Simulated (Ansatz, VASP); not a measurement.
**Ge3W2 in VASP and in Ansatz**

```
Ge W
1.0
     3.54957    0.00000    0.00000
     0.00000    3.54957    0.00000
     0.00000    0.00000    7.35525
Ge W
3 2
Direct
  0.50000 0.00000 0.96902
  0.00000 0.50000 0.96902
  0.00000 0.00000 0.37416
  0.00000 0.00000 0.71636
  0.50000 0.50000 0.24142
```

Change from the starting cell: species swapped into the Cu3Te2 type (P4mm, No. 99).

Alike in both runs: functional PBE; k mesh 10 × 10 × 6; occupations gaussian, width 0.1 eV; no spin polarisation.

Ansatz relaxed the structure, and its values are those at the end. VASP's run is a single point on that final structure, the one shown.

|  | VASP | Ansatz |
| --- | --- | --- |
| version | VASP 6.6.1 | Ansatz 0.2.0 |
| potentials or method | VASP PAW PBE potentials, release 64 (Ge_d, W_sv), cutoff 520 eV | scalar-relativistic, plane waves, PAW |
| valence electrons in the cell | 70 | 70 |

Ansatz gave:

- gap on the k mesh at the Fermi level (eV): none
- pressure (GPa): 0.0
- rms of the force components (eV/Å): 0.002

Problem. Which values does VASP return?

Solution. gap on the k mesh at the Fermi level (eV): none; pressure (GPa): 0.2; rms of the force components (eV/Å): 0.006.

A gap of «none» marks a metal or a gap that the smearing closes.

Spin-orbit coupling is off throughout.
